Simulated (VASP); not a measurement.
Runs of VASP 6.6.1 on Ti. The structure is that of space group I4/mmm (No. 139), or close to it. The cells are those of the table. 

| cell | gap on the mesh (eV) | pressure (GPa) |
| --- | --- | --- |
| a = 2.935, b = 2.935, c = 2.800 Å, angles 110.8, 110.8, 108.8°, 1 atom | none | (b) |
| a = 2.686 Å, angles 105.4, 105.4, 118.0°, 1 atom | none | 22.0 |
| a = 2.983, b = 2.983, c = 2.850 Å, angles 112.1, 112.1, 106.2°, 1 atom | none | -8.5 |
| a = 2.758, b = 2.758, c = 2.614 Å, angles 105.4, 105.4, 119.8°, 1 atom | none | (a) |
| a = 2.967 Å, angles 113.5, 113.5, 101.8°, 1 atom | none | -12.1 |

Alike in all rows: task single point; level PBE; potentials or basis VASP PAW PBE potentials, release 64 (Ti_sv); no spin polarisation; k mesh 20 × 20 × 20; cutoff (eV) 520; smearing gaussian 0.15 eV.

**Question.** Fill in the values left out.

**Answer.** (a) 22.1; (b) -4.8.

Caveats: the cell stands under tension (at least some runs); the cell stands under pressure (at least some runs).

A gap of «none» marks levels without a gap at the run's occupations.
